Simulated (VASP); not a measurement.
Set up this calculation in VASP 6.6.1, as the native input.

```
Task                   : relaxation of cell and atoms
Functional             : PBEsol
Potentials or basis    : VASP PAW PBE potentials, release 64 (Sr_sv, Ti_sv, O, Sn_d)
Cutoff                 : 600 eV
k mesh                 : 6 × 6 × 4
Occupations            : fermi-dirac, width 0.02 eV
Spin                   : no spin polarisation
Dipole correction      : no
Further INCAR settings : ALGO = Normal; EDIFF = 1e-07; IBRION = 2; EDIFFG = -0.005; NSW = 80; ISIF = 3
```

The structure of Sr2TiSnO6 lies in POSCAR:

```
Sr2TiSnO6
1.0
    4.0310648688      0.0000000000      0.0000000000
    0.0000000000      4.0310648688      0.0000000000
    0.0000000000      0.0000000000      8.0234414926
Sr Ti O Sn
2 1 6 1
Direct
    0.0000000000      0.0000000000      0.7603988249
    0.0000000000      0.0000000000      0.2396011751
    0.5000000000      0.5000000000      0.0000000000
    0.0000000000      0.5000000000      0.0000000000
    0.5000000000      0.0000000000      0.0000000000
    0.5000000000      0.5000000000      0.7591977782
    0.0000000000      0.5000000000      0.5000000000
    0.5000000000      0.0000000000      0.5000000000
    0.5000000000      0.5000000000      0.2408022218
    0.5000000000      0.5000000000      0.5000000000
```

One way to write it, as run:

INCAR

```
PREC = Accurate
ENCUT = 600
EDIFF = 1E-7
ISMEAR = -1
SIGMA = 0.02
LREAL = F
LASPH = T
NELM = 120
ALGO = Normal
ISIF = 3
LWAVE = F
LCHARG = F
GGA = PS
IBRION = 2
NSW = 80
EDIFFG = -0.005
GGA_COMPAT = F
NELMIN = 4
```

KPOINTS

```
regular mesh
0
Gamma
  6 6 4
```

Potentials or basis: VASP PAW PBE potentials, release 64 (Sr_sv, Ti_sv, O, Sn_d).

Launch:

```sh
$ cat potpaw_PBE.64/Sr_sv/POTCAR potpaw_PBE.64/Ti_sv/POTCAR potpaw_PBE.64/O/POTCAR potpaw_PBE.64/Sn_d/POTCAR > POTCAR
$ mpirun -np 1 vasp_std > vasp.out
```

It gave:

- Relaxed volume: 12.62 Å³/atom
- Relaxed cell: a = 3.987 Å, b = 3.987 Å, c = 7.940 Å, α = 90.00°, β = 90.00°, γ = 90.00°
- Space group after relaxing (to 0.1 Å): P4/mmm (No. 123)
- Energy gained by relaxing: 6.7 meV/atom
- Ionic steps: 11
- Pressure after relaxing: 0.0 GPa
- Band gap on the k mesh: 1.90 eV (least direct gap 2.32 eV)

Caveat: the PAW data sets were made with another functional, which shifts forces and pressure a little; spin-orbit coupling is left out, which moves the levels of the heavy elements.

It took 28 min on 1 thread of Intel Xeon 8259CL (shared host), peak memory 0.38 GiB.
